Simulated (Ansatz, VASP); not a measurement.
# One calculation of SnS2, two programs

The input INCAR:

```
PREC     = Accurate       # precision mode
ENCUT    = 500            # plane-wave cutoff, eV
EDIFF    = 1E-6           # SCF threshold, eV
ISMEAR   = 0              # smearing method
SIGMA    = 0.01           # smearing width, eV
LREAL    = False          # projectors in reciprocal space
LASPH    = True           # aspherical terms in the spheres
NELM     = 120            # most SCF steps
ALGO     = Normal         # electronic algorithm
ISIF     = 2              # what is computed and relaxed
LWAVE    = False          # write WAVECAR
LCHARG   = False          # write CHGCAR
GGA      = PE             # functional
NBANDS   = 20             # bands
GGA_COMPAT= False
```

KPOINTS

```
regular mesh
0
Gamma
  6 6 4
```

The input POSCAR:

```
SnS2
1.0
    3.5898182954      0.0000000000      0.0000000000
   -1.7949091477      3.1088738345      0.0000000000
    0.0000000000      0.0000000000      5.7886929809
Sn S
1 2
Direct
    0.0000000000      0.0000000000      0.0000000000
    0.3333333333      0.6666666667      0.2500000000
    0.6666666667      0.3333333333      0.7500000000
```

Input for Ansatz:

```yaml
crystal:
  lattice:
    - [3.5898182953954323, 0.0, 0.0]
    - [-1.7949091476977161, 3.108873834470105, 0.0]
    - [0.0, 0.0, 5.78869298086848]
  atoms:
    - { symbol: Sn, position: [0.0, 0.0, 0.0] }
    - { symbol: S, position: [0.3333333333333333, 0.6666666666666666, 0.25] }
    - { symbol: S, position: [0.6666666666666666, 0.3333333333333333, 0.75] }
basis:
  ecutwfc: 462.593566181796
kpoints:
  mp_grid:
    grid: [6, 6, 4]
hamiltonian:
  xc: pbe
scf:
  occupations:
    method: fixed
output:
  stress: true
```

Alike in both runs: task single point; functional PBE; k mesh 6 × 6 × 4; no spin polarisation.

|  | VASP | Ansatz |
| --- | --- | --- |
| version | VASP 6.6.1 | Ansatz 0.2.0 |
| potentials or method | VASP PAW PBE potentials, release 64 (Sn_d, S), cutoff 500 eV | plane waves, PAW |
| occupations | gaussian, width 0.01 eV | fixed |
| valence electrons in the cell | 26 | 26 |

Ansatz gave:

```
pressure (GPa)                                                : 8.4
traceless stress, the component that is largest in VASP (GPa) : -0.59
```

Problem. Estimate VASP's values.

Solution. Pressure (GPa): 8.3; traceless stress, the component that is largest in VASP (GPa): -0.56.
